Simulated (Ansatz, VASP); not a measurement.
# TaN: VASP beside Ansatz

INCAR

```
PREC     = Accurate       # precision mode
ENCUT    = 520            # plane-wave cutoff, eV
EDIFF    = 1E-8           # SCF threshold, eV
ISMEAR   = -1             # smearing method
SIGMA    = 0.03           # smearing width, eV
LREAL    = False          # projectors in reciprocal space
LASPH    = True           # aspherical terms in the spheres
NELM     = 80             # most SCF steps
ALGO     = Normal         # electronic algorithm
ISIF     = 2              # what is computed and relaxed
LWAVE    = False          # write WAVECAR
LCHARG   = False          # write CHGCAR
LEFG     = True         
NBANDS   = 24             # bands
```

Contents of KPOINTS:

```
Automatic mesh
0
Gamma
  9 9 5
```

Contents of POSCAR:

```
TaN
1.0
    3.0901372865      0.0000000000      0.0000000000
   -1.5450686433      2.6761373914      0.0000000000
    0.0000000000      0.0000000000      5.0050074549
Ta N
2 2
Direct
    0.3333333333      0.6666666667      0.0000000000
    0.6666666667      0.3333333333      0.5000000000
    0.3333333333      0.6666666667      0.3850000000
    0.6666666667      0.3333333333      0.8850000000
```

Input for Ansatz:

```yaml
crystal:
  lattice:
    - [3.0901372865, 0.0, 0.0]
    - [-1.5450686433, 2.6761373914, 0.0]
    - [0.0, 0.0, 5.0050074549]
  atoms:
    - { symbol: Ta, position: [0.3333333333, 0.6666666667, 0.0] }
    - { symbol: Ta, position: [0.6666666667, 0.3333333333, 0.5] }
    - { symbol: "N", position: [0.3333333333, 0.6666666667, 0.385] }
    - { symbol: "N", position: [0.6666666667, 0.3333333333, 0.885] }
kpoints:
  mp_grid: { grid: [9, 9, 5] }
scf:
  occupations: { method: fermi_dirac, width: 0.03 }
hamiltonian:
  xc: lda
  pseudopotentials: { kind: all_electron, datasets: crystal }
output:
  forces: true
  stress: true
  eigenvalues: true
  efg: { contact_densities: true }
```

Change from the starting cell: volume scaled by 1.04, crystal datasets.

Alike in both runs: task electric field gradients; functional LDA; k mesh 9 × 9 × 5; occupations fermi-dirac, width 0.03 eV; no spin polarisation.

```csv
,VASP,Ansatz
version,VASP 6.6.1,Ansatz 0.2.0
potentials or method,"VASP PAW LDA potentials, release 64 (Ta_pv, N), cutoff 520 eV","all-electron PAW with datasets made for the crystal, scalar-relativistic"
```

VASP gave:

* pressure (GPa): 96.2
* traceless stress, the component that is largest in VASP (GPa): -14.15
* rms of the force components (eV/Å): 1.234
* size of Vzz on the site where it differs most (V/Å²): 120.3

Problem. What did Ansatz give for the same quantities?

Solution. Pressure (GPa): 90.8; traceless stress, the component that is largest in VASP (GPa): -13.49; rms of the force components (eV/Å): 1.219; size of Vzz on the site where it differs most (V/Å²): 116.2.

LDA's correlation is that of Perdew and Zunger in VASP and of Perdew and Wang (1992) in Ansatz. Atom by atom the forces differ by 0.014 eV/Å (rms over components). Both programs put the cell under a high pressure, so it lies far from rest at this level. Ansatz ran all-electron here, and VASP with PAW potentials.

Neither program's run includes spin-orbit coupling. Noted on VASP's run: the cell as given lies far from equilibrium.
